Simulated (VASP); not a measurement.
# Be2Te (R3m) in VASP: a series of runs

Be2Te is run at these levels: PBE; tasks: single point, relaxation of cell and atoms.

All numbers are computed with VASP 6.6.1; they aren't measurements. Logs are shortened: lines on timing, memory, paths and dates and some standing lists are left out, and cuts for length are marked.

### 1 The cell of the first run

The structure is trigonal, space group R3m (No. 160). Conventional cell: a = 2.991 Å, b = 2.991 Å, c = 17.373 Å, α = 90.00°, β = 90.00°, γ = 120.00°. Be (site symmetry 3m) has 3 Te at 2.24 Å and 7 Be at 2.84 to 2.99 Å within 3.0 Å. Within 3.0 Å of Be (site symmetry 3m) lie 3 Te at 2.24 Å and 7 Be at 2.84 to 2.99 Å. Within 3.0 Å of Te (site symmetry 3m) lie 6 Be at 2.24 Å and 6 Te at 2.99 Å.

### 2 Single point, PBE

File INCAR:

```
SYSTEM = Be2Te
ALGO = Normal
EDIFF = 1E-6
ENCUT = 600
GGA = PE
GGA_COMPAT = .FALSE.
ISIF = 2
ISMEAR = 0
LASPH = .TRUE.
LCHARG = .FALSE.
LREAL = .FALSE.
LWAVE = .FALSE.
NBANDS = 12
NELM = 120
PREC = Accurate
SIGMA = 0.1
```

File KPOINTS:

```
k-points
0
G
  6 6 6
  0 0 0
```

File POSCAR:

```
Be2Te
1.0
    1.4957023397      0.8635441484      5.7911330645
   -1.4957023397      0.8635441484      5.7911330645
    0.0000000000     -1.7270882969      5.7911330645
Be Te
2 1
Direct
    0.7484000000      0.7484000000      0.7484000000
    0.5849000000      0.5849000000      0.5849000000
    0.0000000000      0.0000000000      0.0000000000
```

Potentials or basis: VASP PAW PBE potentials, release 64 (Be, Te).

Started as:

```sh
$ cat potpaw_PBE.64/Be/POTCAR potpaw_PBE.64/Te/POTCAR > POTCAR
$ mpirun -np 1 vasp_std > vasp.out
```

OUTCAR:

```text
SYSTEM = Be2Te
   EDIFF = 1E-6
   ENCUT = 600
   GGA = PE
   ISIF = 2
   ISMEAR = 0
   LASPH = .TRUE.
   LREAL = .FALSE.
   NELM = 120
   PREC = Accurate

 ion  position               nearest neighbor table
   1  0.748  0.748  0.748-   3 2.24   3 2.24   3 2.24
   2  0.585  0.585  0.585-   3 2.24   3 2.24   3 2.24
   3  0.000  0.000  0.000-   1 2.24   1 2.24   1 2.24   2 2.24   2 2.24   2 2.24

  LATTYP: Found a trigonal (rhomboedric) cell.
 ALAT       =     6.0431826181
 COS(alpha) =     0.8774851014

  Lattice vectors:

 A1 = (   1.4957023397,   0.8635441484,   5.7911330645)
 A2 = (  -1.4957023397,   0.8635441484,   5.7911330645)
 A3 = (   0.0000000000,  -1.7270882969,   5.7911330645)

Analysis of symmetry for initial positions (statically):
=====================================================================
 Subroutine PRICEL returns:
 Original cell was already a primitive cell.

 Routine SETGRP: Setting up the symmetry group for a
 trigonal (rhombohedral) supercell.

 Subroutine GETGRP returns: Found  6 space group operations
 (whereof  6 operations were pure point group operations)
 out of a pool of 12 trial point group operations.

The static configuration has the point symmetry C_3v.

Analysis of symmetry for dynamics (positions and initial velocities):
=====================================================================
 Subroutine PRICEL returns:
 Original cell was already a primitive cell.

 Routine SETGRP: Setting up the symmetry group for a
 trigonal (rhombohedral) supercell.

 Subroutine GETGRP returns: Found  6 space group operations
 (whereof  6 operations were pure point group operations)
 out of a pool of 12 trial point group operations.

The dynamic configuration has the point symmetry C_3v.

 Subroutine INISYM returns: Found  6 space group operations
 (whereof  6 operations are pure point group operations),
 and found     1 'primitive' translations

----------------------------------------------------------------------------------------

                                     Primitive cell

  volume of cell :      44.8791

  direct lattice vectors                    reciprocal lattice vectors
     1.495702340  0.863544148  5.791133065     0.334291113  0.193003064  0.057559260
    -1.495702340  0.863544148  5.791133065    -0.334291113  0.193003064  0.057559260
     0.000000000 -1.727088297  5.791133065     0.000000000 -0.386006128  0.057559260

  length of vectors
     6.043182618  6.043182618  6.043182618     0.390274006  0.390274006  0.390274006

  position of ions in fractional coordinates (direct lattice)
     0.748400000  0.748400000  0.748400000
     0.584900000  0.584900000  0.584900000
     0.000000000  0.000000000  0.000000000

  ion indices of the primitive-cell ions
   primitive index   ion index
                 1           1
                 2           2
                 3           3

----------------------------------------------------------------------------------------

 KPOINTS: k-points

Automatic generation of k-mesh.
 Grid dimensions read from file:
 generate k-points for:    6    6    6

 Generating k-lattice:

  Cartesian coordinates                     Fractional coordinates (reciprocal lattice)
     0.055715186  0.032167177  0.009593210     0.166666667  0.000000000  0.000000000
    -0.055715186  0.032167177  0.009593210     0.000000000  0.166666667  0.000000000
     0.000000000 -0.064334355  0.009593210     0.000000000  0.000000000  0.166666667

  Length of vectors
     0.065045668  0.065045668  0.065045668

  Shift w.r.t. Gamma in fractional coordinates (k-lattice)
     0.000000000  0.000000000  0.000000000

 Subroutine IBZKPT returns following result:
 ===========================================

 Found     32 irreducible k-points:

 Following reciprocal coordinates:
            Coordinates               Weight
  0.000000  0.000000  0.000000      1.000000
  0.166667 -0.000000  0.000000      6.000000
  0.333333  0.000000  0.000000      6.000000
  0.500000 -0.000000  0.000000      3.000000
  0.166667  0.166667  0.000000      6.000000
  0.333333  0.166667 -0.000000     12.000000
[... 16 lines left out ...]
  0.500000  0.500000  0.166667      6.000000
 -0.333333  0.500000  0.166667     12.000000
 [... further k-points ...]
   k-points           NKPTS =     32   k-points in BZ     NKDIM =     32   number of bands    NBANDS=     12
   number of dos      NEDOS =    301   number of ions     NIONS =      3
   total plane-waves  NPLWV = 110592
   dimension x,y,z NGX =    48 NGY =   48 NGZ =   48
   dimension x,y,z NGXF=    96 NGYF=   96 NGZF=   96
   ions per type =               2   1
   NGX,Y,Z   is equivalent  to a cutoff of  13.20, 13.20, 13.20 a.u.
   NGXF,Y,Z  is equivalent  to a cutoff of  26.41, 26.41, 26.41 a.u.
 SYSTEM =  Be2Te
   PREC   = accura    normal or accurate (medium, high low for compatibility)
   ISTART =      0    job   : 0-new  1-cont  2-samecut
   ICHARG =      2    charge: 1-file 2-atom 10-const
   ISPIN  =      1    spin polarized calculation?
   LNONCOLLINEAR =      F non collinear calculations
   LSORBIT =      F    spin-orbit coupling
   LASPH  =      T    aspherical Exc in radial PAW
   ENCUT  =  600.0 eV  44.10 Ry    6.64 a.u.  12.07 12.07 12.07*2*pi/ulx,y,z
   NELM   =    120;   NELMIN=  2; NELMDL= -5     # of ELM steps
   EDIFF  = 0.1E-05   stopping-criterion for ELM
   LREAL  =      F    real-space projection
[... 7 lines left out ...]
   TEBEG  =    0.0;   TEEND  =   0.0 temperature during run
   PSTRESS=    0.0 pullay stress
   NELECT =      10.0000    total number of electrons
   NUPDOWN=      -1.0000    fix difference up-down
   EMIN   =  10.00;   EMAX   =-10.00  energy-range for DOS
   EFERMI =   0.00;   METHOD = LEGACY
   ISMEAR =     0;   SIGMA  =   0.10  broadening in eV -4-tet -1-fermi 0-gaus
   EFERMI_NEDOS =   21; number of points for ismear=-14 and -15
   IALGO  =     38    algorithm
   IMIX   =      4    mixing-type and parameters
     AMIX     =   0.40;   BMIX     =  1.00
     AMIX_MAG =   1.60;   BMIX_MAG =  1.00
  volume/ion in A,a.u.               =      14.96       100.95
  Fermi-wavevector in a.u.,A,eV,Ry     =   0.992491  1.875536 13.402266  0.985039
  Thomas-Fermi vector in A             =   2.124307
   LORBIT       =      0    0 simple, 1 ext, 2 COOP (PROOUT), +10 PAW based schemes
   GGA     = PE    functional components
   LHFCALC =     F    Hartree Fock is set to
   AEXX    =    0.0000 exact exchange contribution
   IVDW    =     0    specifies the selected vdW correction
   LEPSILON=     F    determine dielectric tensor
   LRPA    =     F    only Hartree local field effects (RPA)
 non-spin polarized calculation
 Gauss-broadening in eV      SIGMA  =   0.10
  energy-cutoff  :      600.00
  volume of cell :       44.88
 maximum number of plane-waves:      1522
   NGX = 25   NGY = 25   NGZ = 25

 number of electron      10.0000000 magnetization

 Free energy of the ion-electron system (eV)
  ---------------------------------------------------
  ext. energy  EPLUGINS =         0.00000000
  ---------------------------------------------------
  free energy    TOTEN  =        -4.67891223 eV

  energy without entropy =       -4.67219469  energy(sigma->0) =       -4.67555346

 E-fermi :   8.3467     XC(G=0):  -9.9848

 val. band max:        8.2255044628   @ k =   0.5000   0.5000   0.3333
 cond. band min:       8.4082435636   @ k =   0.3333   0.3333   0.1667
 fundamental gap:      0.1827391008
 Fermi energy:         8.3466785147

 k-point     1 :       0.0000    0.0000    0.0000
  band No.  band energies     occupation
      1      -9.5189      2.00000
      2      -0.8232      2.00000
      3       3.6521      2.00000
      4      10.1365      0.00000
      5      10.1365      0.00000
      6      11.2708      0.00000
      7      14.3438      0.00000
      8      14.3438      0.00000
      9      14.4188      0.00000
     10      14.4188      0.00000
     11      15.0823      0.00000
     12      15.7589      0.00000

 k-point     2 :       0.1667   -0.0000    0.0000
  band No.  band energies     occupation
      1      -8.9031      2.00000
      2      -0.3105      2.00000
      3       4.1593      2.00000
      4       6.3229      2.00000
      5       8.4412      0.18123
      6      11.4959      0.00000
      7      12.5105      0.00000
      8      13.0038      0.00000
      9      13.5551      0.00000
     10      15.9297      0.00000
     11      16.6724      0.00000
     12      17.1762      0.00000

 k-point     3 :       0.3333    0.0000    0.0000
  band No.  band energies     occupation
      1      -7.0852      2.00000
      2       0.9106      2.00000
      3       1.0979      2.00000
      4       6.1042      2.00000
      5       6.5642      2.00000
      6       8.6917      0.00000
      7      11.7250      0.00000
      8      12.4551      0.00000
      9      12.6719      0.00000
     10      13.2355      0.00000
     11      16.4768      0.00000
     12      18.3866      0.00000
[... 286 lines left out ...]
 k-point    23 :       0.5000    0.5000    0.1667
  band No.  band energies     occupation
      1      -7.0748      2.00000
      2       0.8285      2.00000
      3       0.9271      2.00000
      4       6.5286      2.00000
      5       7.5170      2.00000
      6       8.7386      0.00000
      7      10.0176      0.00000
      8      12.0338      0.00000
      9      12.8000      0.00000
     10      13.4552      0.00000
     11      16.6287      0.00000
     12      17.4379      0.00000

 k-point    24 :      -0.3333    0.5000    0.1667
  band No.  band energies     occupation
      1      -5.3971      2.00000
      2      -0.8548      2.00000
      3       2.0475      2.00000
      4       3.0715      2.00000
      5       7.1410      2.00000
      6       9.8474      0.00000
      7      10.3309      0.00000
      8      11.0430      0.00000
      9      11.7718      0.00000
     10      14.0475      0.00000
     11      15.5602      0.00000
     12      17.2840      0.00000

 [... further k-points ...]

------------------------ aborting loop because EDIFF is reached ----------------------------------------

  FORCE on cell =-STRESS in cart. coord.  units (eV):
  Direction    XX          YY          ZZ          XY          YZ          ZX
  --------------------------------------------------------------------------------------
  -------------------------------------------------------------------------------------
  Total       14.7473489     14.7473489      7.1021301      0.0000000     -0.0000000      0.0000000
  in kB      526.4777521    526.4777521    253.5447923      0.0000000     -0.0000000      0.0000000
  external PRESSURE =     435.5000988 kB  Pullay stress =       0.0000000 kB

 VOLUME and BASIS-vectors are now :
 -----------------------------------------------------------------------------
  energy-cutoff  :      600.00
  volume of cell :       44.88
      direct lattice vectors                 reciprocal lattice vectors
     1.495702340  0.863544148  5.791133065     0.334291113  0.193003064  0.057559260
    -1.495702340  0.863544148  5.791133065    -0.334291113  0.193003064  0.057559260
     0.000000000 -1.727088297  5.791133065     0.000000000 -0.386006128  0.057559260

 POSITION                                       TOTAL-FORCE (eV/Angst)
 -----------------------------------------------------------------------------------
      0.00000     -0.00000     13.00225         0.000000     -0.000000      4.237120
      0.00000     -0.00000     10.16170         0.000000      0.000000     -4.249393
      0.00000      0.00000      0.00000         0.000000     -0.000000      0.012273
 -----------------------------------------------------------------------------------
    total drift:                                0.000000     -0.000000     -0.000051

  FREE ENERGIE OF THE ION-ELECTRON SYSTEM (eV)
  ---------------------------------------------------
  free  energy   TOTEN  =        -4.6789122296 eV

  energy  without entropy=       -4.6721946865  energy(sigma->0) =       -4.67555346
```

It took 44 s on 1 thread of Intel Xeon Platinum 8259CL at 2.50GHz (Skylake/Cascade Lake), shared host; peak memory 0.31 GiB.

What came out:

- Free energy: -4.6789 eV
- Pressure: 43.6 GPa
- Largest force: 4.249 eV/Å
- Band gap on the k mesh: zero (bands 5 and 6 overlap by 2.39 eV)

Forces on the atoms (eV/Å):
```
Be   0.000  0.000  4.237
Be   0.000  0.000 -4.249
Te   0.000  0.000  0.012
```

Stress tensor (GPa, compression positive):
```
52.65  0.00  0.00
 0.00 52.65  0.00
 0.00  0.00 25.35
```

Caveat: the k points lie up to 0.41 Å⁻¹ apart, too coarse for converged energies and pressures of a metal; spin-orbit coupling is left out, which moves the levels of the heavy elements; forces of over 1 eV/Å act on the atoms, so gaps and moduli don't describe the material at rest.

### 3 Single point, PBE

This run uses another cell than the first one, of 16.86 Å³/atom.

File INCAR:

```
ALGO = Normal
EDIFF = 1E-6
ENCUT = 600
GGA = PE
GGA_COMPAT = F
ISIF = 2
ISMEAR = 0
LASPH = T
LCHARG = T
LELF = T
LREAL = F
LVHAR = T
LWAVE = F
NBANDS = 12
NELM = 120
PREC = Accurate
SIGMA = 0.1
```

File KPOINTS:

```
k-points
0
Gamma
  6 6 6
```

File POSCAR:

```
Be2Te
1.0
    1.8801658873      1.0855142811      4.1298592417
   -1.8801658873      1.0855142811      4.1298592417
    0.0000000000     -2.1710285623      4.1298592416
Be Te
2 1
Direct
    0.7923840682      0.7923840682      0.7923840682
    0.5473069042      0.5473069042      0.5473069042
   -0.0063909723     -0.0063909723     -0.0063909723
```

Potentials or basis: VASP PAW PBE potentials, release 64 (Be, Te).

Started as:

```sh
$ cat potpaw_PBE.64/Be/POTCAR potpaw_PBE.64/Te/POTCAR > POTCAR
$ mpirun -np 1 vasp_std > vasp.out
```

It took 34 s on 1 thread of Intel Xeon Platinum 8259CL at 2.50GHz (Skylake/Cascade Lake), shared host; peak memory 0.24 GiB.

It converged, with:

| Property | Result |
| --- | --- |
| Free energy | -8.9861 eV |
| Pressure | 0.1 GPa |
| Largest force | 0.023 eV/Å |
| Band gap on the k mesh | zero (bands 5 and 6 overlap by 2.70 eV) |

Forces in eV/Å, atoms in the order of the input:
```
Be   0.000  0.000 -0.004
Be   0.000  0.000 -0.019
Te   0.000  0.000  0.023
```

Stress tensor (GPa, compression positive):
```
0.18 0.00 0.00
0.00 0.18 0.00
0.00 0.00 0.04
```

Levels at points of the mesh, in eV from the Fermi level:
```
           k point  band 2  band 3  band 4  band 5  band 6  band 7  band 8  band 9
(0.00, 0.00, 0.00)   -4.74   -2.97   -1.04   -1.04    2.16    2.31    2.31    4.26
(0.50, 0.00, 0.00)   -7.40   -4.42   -2.36   -1.45    0.27    0.64    2.33    3.58
(0.50, 0.50, 0.00)   -7.08   -5.41   -3.53   -3.18    1.17    4.26    4.51    5.04
(0.50, 0.50, 0.50)   -8.20   -1.52   -1.52    2.01    2.45    2.45    3.62    5.45
```

Caveat: spin-orbit coupling is left out, which moves the levels of the heavy elements.

### 4 Relaxation of cell and atoms, PBE

File INCAR:

```
PREC     = Accurate       # precision mode
ENCUT    = 600            # plane-wave cutoff, eV
EDIFF    = 1E-7           # SCF threshold, eV
ISMEAR   = 0              # smearing method
SIGMA    = 0.1            # smearing width, eV
LREAL    = F              # projectors in reciprocal space
LASPH    = T              # aspherical terms in the spheres
NELM     = 120            # most SCF steps
ALGO     = Normal         # electronic algorithm
ISIF     = 3              # what is computed and relaxed
LWAVE    = F              # write WAVECAR
LCHARG   = F              # write CHGCAR
GGA      = PE             # functional
IBRION   = 2              # ionic algorithm
NSW      = 90             # ionic steps
EDIFFG   = -0.04          # ionic threshold
GGA_COMPAT= F            
NELMIN   = 4
```

File KPOINTS:

```
regular mesh
0
Gamma
  6 6 6
```

File POSCAR:

```
Be2Te
1.0
    1.4957023397      0.8635441484      5.7911330645
   -1.4957023397      0.8635441484      5.7911330645
    0.0000000000     -1.7270882969      5.7911330645
Be Te
2 1
Direct
    0.7484000000      0.7484000000      0.7484000000
    0.5849000000      0.5849000000      0.5849000000
    0.0000000000      0.0000000000      0.0000000000
```

Started as:

```sh
$ cat potpaw_PBE.64/Be/POTCAR potpaw_PBE.64/Te/POTCAR > POTCAR
$ mpirun -np 1 vasp_std > vasp.out
```

It took 11 min on 1 thread of Intel Xeon Platinum 8259CL at 2.50GHz (Skylake/Cascade Lake), shared host; peak memory 0.37 GiB.

Results (log left out):

```yaml
Free_energy: -8.9853 eV
Relaxed_volume: 16.77 Å³/atom
Relaxed_cell: a = 4.624 Å, b = 4.624 Å, c = 4.624 Å, α = 48.17°, β = 48.17°, γ = 48.17°
Space_group_after_relaxing_to_0.1_Å: R3m (No. 160)
Energy_gained_by_relaxing: 1435.5 meV/atom
Ionic_steps: 22
Pressure_after_relaxing: 0.1 GPa
Largest_force_after_relaxing: 0.017 eV/Å
Band_gap_on_the_k_mesh: zero (bands 5 and 6 overlap by 2.55 eV)
```

Forces on the atoms (eV/Å):
```
Be   0.000  0.000 -0.009
Be   0.000  0.000  0.017
Te   0.000  0.000 -0.008
```

The path:
```csv
step,energy change (eV),largest force (eV/Å),pressure (GPa),volume (Å³)
1,0.0000,4.2492,43.56,44.88
2,-2.3017,0.3613,-7.77,76.54
3,-2.5860,0.3233,-1.89,64.34
4,-2.5877,0.2140,-2.75,65.53
5,-3.0487,0.2359,-2.91,64.09
6,-3.8142,0.9941,-3.13,56.73
7,-3.8330,1.0865,-2.85,55.41
8,-4.0399,0.9814,0.08,50.97
9,-4.1000,0.7259,5.76,46.49
10,-4.1974,0.4158,4.54,47.09
11,-4.2156,0.4711,4.02,47.46
12,-4.2963,0.0570,-0.42,50.23
13,-4.2967,0.0849,-0.72,50.47
14,-4.3012,0.0978,-0.18,50.03
15,-4.3021,0.1066,0.19,49.75
16,-4.3031,0.0887,0.12,49.85
17,-4.3049,0.0519,-0.06,50.12
18,-4.3045,0.1007,-0.26,50.66
19,-4.3053,0.0555,-0.17,50.36
20,-4.3059,0.0463,0.16,50.18
21,-4.3059,0.0441,0.24,50.13
22,-4.3064,0.0171,0.07,50.32
```

Final structure:
```yaml
crystal:
  lattice:
    - [1.88718, 1.08956, 4.07856]
    - [-1.88718, 1.08956, 4.07856]
    - [0.00000, -2.17913, 4.07856]
  atoms:
    - { symbol: Be, position: [0.79213, 0.79213, 0.79213] }
    - { symbol: Be, position: [0.54525, 0.54525, 0.54525] }
    - { symbol: Te, position: [0.99592, 0.99592, 0.99592] }
```

Levels at points of the mesh, in eV from the Fermi level:
```
           k point  band 3  band 4  band 5  band 6  band 7  band 8
(0.00, 0.00, 0.00)   -2.89   -1.12   -1.12    2.02    2.13    2.13
(0.50, 0.00, 0.00)   -4.42   -2.38   -1.47    0.11    0.62    2.32
(0.50, 0.50, 0.00)   -5.48   -3.64   -3.23    1.07    4.41    4.50
(0.50, 0.50, 0.50)   -1.63   -1.63    1.87    2.27    2.27    3.72
```

Caveat: the k points lie up to 0.33 Å⁻¹ apart in the final cell, too coarse for converged energies and pressures of a metal; a cell axis changed by over 15 % at a fixed basis, so the end point is rough; spin-orbit coupling is left out, which moves the levels of the heavy elements.

### 5 Summary

```tsv
task	cell	gap on the mesh (eV)	pressure (GPa)	largest force (eV/Å)
single point	a = 6.043 Å, angles 28.7°, 3 atoms, atomic positions A	none	43.6	4.25
single point	a = 4.666 Å, angles 47.5°, 3 atoms, atomic positions B	none	0.1	0.02
relaxation of cell and atoms	relaxed from a = 6.043 Å, angles 28.7°, 3 atoms, atomic positions A	none	0.1	0.02
```

Alike in all rows: level PBE; potentials or basis VASP PAW PBE potentials, release 64 (Be, Te); no spin polarisation; k mesh 6 × 6 × 6; cutoff (eV) 600; smearing gaussian 0.1 eV.

Caveats: some runs use coarse meshes; spin-orbit coupling is left out, which moves the levels of the heavy elements; forces of over 1 eV/Å act on the atoms, so gaps and moduli don't describe the material at rest (at least some runs); a cell axis changed by over 15 % at a fixed basis, so the end point is rough (at least some runs).

Total energies depend on the potentials used, so only differences within one code and one set of settings carry meaning.

The gap in the log of VASP goes by the Fermi energy; the results here count the filled bands.